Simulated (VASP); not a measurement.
A run of VASP 6.6.1:

File POSCAR:

```
CdTe
1.0
    0.0000000000      3.0443556749      3.0443556749
    3.0443556749      0.0000000000      3.0443556749
    3.0443556749      3.0443556749      0.0000000000
Cd Te
1 1
Direct
    0.0000000000      0.0000000000      0.0000000000
    0.5000000000      0.5000000000      0.5000000000
```

The input INCAR.step1:

```
PREC = Accurate
ENCUT = 520
ISMEAR = -1
SIGMA = 0.02
LREAL = False
LASPH = True
NELM = 60
NBANDS = 16
GGA = PE
ALGO = Normal
EDIFF = 1E-4
LWAVE = True
LCHARG = False
```

The input INCAR.step2:

```
PREC = Accurate
ENCUT = 520
EDIFF = 1E-6
ISMEAR = -1
SIGMA = 0.02
LREAL = False
LASPH = True
NELM = 60
ALGO = Normal
ISIF = 2
LWAVE = False
LCHARG = False
METAGGA = R2SCAN
LMIXTAU = True
NBANDS = 16
ISTART = 1
```

Contents of KPOINTS:

```
regular mesh
0
Gamma
  6 6 6
```

Potentials or basis: VASP PAW PBE potentials, release 64 (Cd, Te).

The run is started by

```bash
$ cat potpaw_PBE.64/Cd/POTCAR potpaw_PBE.64/Te/POTCAR > POTCAR
$ cp INCAR.step1 INCAR
$ mpirun -np 1 vasp_std > vasp.out
$ cp INCAR.step2 INCAR
$ mpirun -np 1 vasp_std > vasp.out
```

Hardware: 1 thread of AMD EPYC 9R14 (Zen 4) (shared host).

**Question.** Estimate the wall time of this run.

**Answer.** Wall time 36 s on 1 thread of AMD EPYC 9R14 (Zen 4) (shared host), peak memory 0.16 GiB. Counts: k points 16.
